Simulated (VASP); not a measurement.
LaAs, 2 atoms in the cell. It takes space group Fm-3m (No. 225, cubic). The conventional cell has a = 6.111 Å, b = 6.111 Å, c = 6.111 Å, α = 90.00°, β = 90.00°, γ = 90.00°. Within 4.0 Å of La (site symmetry m-3m) lie 6 As at 3.06 Å. As (site symmetry m-3m) has 6 La at 3.06 Å within 4.0 Å. 

- Program: VASP 6.6.1
- Task: relaxation of cell and atoms
- Functional: PBEsol
- Potentials or basis: VASP PAW PBE potentials, release 64 (La, As)
- Cutoff: 600 eV
- k mesh: 14 × 14 × 14
- Occupations: fermi-dirac, width 0.1 eV
- Spin: no spin polarisation
- Target pressure: 7 GPa
- Dipole correction: no
- Further INCAR settings: ALGO = Normal; EDIFF = 1e-06; IBRION = 2; EDIFFG = -0.002; NSW = 100; ISIF = 3

Potentials or basis: VASP PAW PBE potentials, release 64 (La, As).

Launch:

```console
$ cat potpaw_PBE.64/La/POTCAR potpaw_PBE.64/As/POTCAR > POTCAR
$ mpirun -np 1 vasp_std > vasp.out
```

Hardware: 1 thread of Intel(R) Xeon(R) 6975P-C (Granite Rapids), on a shared host.

Estimate the wall time of this run.

Wall time 3.3 min on 1 thread of Intel(R) Xeon(R) 6975P-C (Granite Rapids), with other jobs on the host, peak memory 0.32 GiB. Counts: scf iterations 61, k points 104, ion steps 7.
